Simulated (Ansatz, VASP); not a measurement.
One calculation of MnS, two programs

```
CELL_PARAMETERS angstrom
0.00000 2.54312 2.54312
2.54312 0.00000 2.54312
2.54312 2.54312 0.00000
ATOMIC_POSITIONS crystal
Mn 0.00000 0.00000 0.00000
S 0.50000 0.50000 0.50000
```

Alike in both runs: task single point; functional PBE; k mesh 12 × 12 × 12; occupations gaussian, width 0.05 eV; collinear spin.

|  | VASP | Ansatz |
| --- | --- | --- |
| version | VASP 6.6.1 | Ansatz 0.2.0 |
| potentials or method | VASP PAW PBE potentials, release 64 (Mn_pv, S), cutoff 520 eV | scalar-relativistic, plane waves, PAW |
| valence electrons in the cell | 19 | 21 |

Ansatz gave:

| Quantity | Value |
| --- | --- |
| gap on the k mesh at the Fermi level (eV) | none |
| pressure (GPa) | 0.0 |
| net moment per atom (μB) | 2.22 |
| size of the moment on the site where the two differ most (μB) | 3.99 |

Q: Which values does VASP return?

A: gap on the k mesh at the Fermi level (eV): none; pressure (GPa): 0.0; net moment per atom (μB): 2.22; size of the moment on the site where the two differ most (μB): 4.07.

Site moments also hang on the region over which each program counts them. A gap of «none» marks a metal or a gap that the smearing closes. VASP's potentials hold 19 valence electrons a cell and Ansatz's 21, so a difference there can come from the potentials and not from the codes.
